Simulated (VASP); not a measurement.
Input of a VASP 6.6.1 run:

INCAR

```
PREC = Accurate
ENCUT = 910
EDIFF = 1E-6
ISMEAR = 0
SIGMA = 0.05
LREAL = F
LASPH = T
NELM = 200
ALGO = Normal
ISIF = 2
LWAVE = F
LCHARG = F
LMAXMIX = 4
LDAU = T
LDAUTYPE = 2
LDAUL = 2 -1
LDAUU = 4 0
LDAUJ = 0 0
LDAUPRINT = 1
GGA = PE
IVDW = 12
NBANDS = 19
GGA_COMPAT = F
```

The input KPOINTS:

```
regular mesh
0
Gamma
  12 12 12
```

The input POSCAR:

```
TiO2
1.0
    1.5040368431      0.8683560762      4.8863028513
   -1.5040368431      0.8683560762      4.8863028513
    0.0000000000     -1.7367121525      4.8863028513
Ti O
1 2
Direct
    0.0000000000      0.0000000000      0.0000000000
    0.6016535052      0.6016535052      0.6016535052
    0.3983464948      0.3983464948      0.3983464948
```

Potentials or basis: VASP PAW PBE potentials, release 64 (Ti_sv, O_h).

Command:

```console
$ cat potpaw_PBE.64/Ti_sv/POTCAR potpaw_PBE.64/O_h/POTCAR > POTCAR
$ mpirun -np 1 vasp_std > vasp.out
```

(1) Estimate the pressure.

(2) What does it give for the band gap on the k mesh?

Results:

(1) 3.2 GPa.

(2) 3.01 eV (least direct gap 3.33 eV).

Caveat: the cutoff is under 1.25 times the usual one of these potentials, so pressure, stress and relaxed cells hold a basis-set (Pulay) error; the cell stands under pressure.
